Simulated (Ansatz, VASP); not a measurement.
## FeO: VASP beside Ansatz

INCAR

```
  PREC = Accurate
  ENCUT = 600
  EDIFF = 1E-6
  ISMEAR = -1
  SIGMA = 0.05
  LREAL = F
  LASPH = T
  NELM = 200
  ALGO = Normal
  ISIF = 2
  LWAVE = F
  LCHARG = F
  ISPIN = 2
  MAGMOM = 4.5 0
  LORBIT = 11
  NUPDOWN = 4.5
  LMAXMIX = 4
  GGA = PS
  NBANDS = 22
  GGA_COMPAT = F
```

The input KPOINTS:

```
Automatic mesh
0
Gamma
  9 9 9
```

Contents of POSCAR:

```
FeO
1.0
    0.0000000000      2.1554000000      2.1554000000
    2.1554000000      0.0000000000      2.1554000000
    2.1554000000      2.1554000000      0.0000000000
Fe O
1 1
Direct
    0.0000000000      0.0000000000      0.0000000000
    0.5000000000      0.5000000000      0.5000000000
```

input.yaml

```yaml
crystal:
  lattice:
    - [0.0, 2.1554, 2.1554]
    - [2.1554, 0.0, 2.1554]
    - [2.1554, 2.1554, 0.0]
  atoms:
    - { symbol: Fe, position: [0.0, 0.0, 0.0], spin: 4.5 }
    - { symbol: O, position: [0.5, 0.5, 0.5] }
hamiltonian:
  xc: pbesol
  pseudopotentials: { kind: paw }
magnetization:
  spin_polarized: true
  initial_magnetization: 4.5
  spin_locking: { lock_magnetization: hard }
kpoints:
  mp_grid: { grid: [9, 9, 9] }
scf:
  occupations: { method: fermi_dirac, width: 0.05 }
  lower_state_search: "off"
output:
  forces: true
  stress: true
  eigenvalues: true
```

Alike in both runs: task single point; functional PBEsol; k mesh 9 × 9 × 9; occupations fermi-dirac, width 0.05 eV; collinear spin; fixed moment 4.5 μB.

|  | VASP | Ansatz |
| --- | --- | --- |
| version | VASP 6.6.1 | Ansatz 0.2.0 |
| potentials or method | VASP PAW PBE potentials, release 64 (Fe_sv, O) | Ansatz PAW |
| plane-wave cutoff (eV) | 600 | 420 |
| valence electrons in the cell | 22 | 22 |

Ansatz gave:

* pressure (GPa): 3.1
* net moment per atom (μB): 2.25
* size of the moment on the site where the two differ most (μB): 0.48

Task: What did VASP give for the same quantities?

Result: Pressure (GPa): 0.9; net moment per atom (μB): 2.25; size of the moment on the site where the two differ most (μB): 0.44.

VASP's potentials were made for PBE, not for PBEsol. Site moments also hang on the region over which each program counts them.
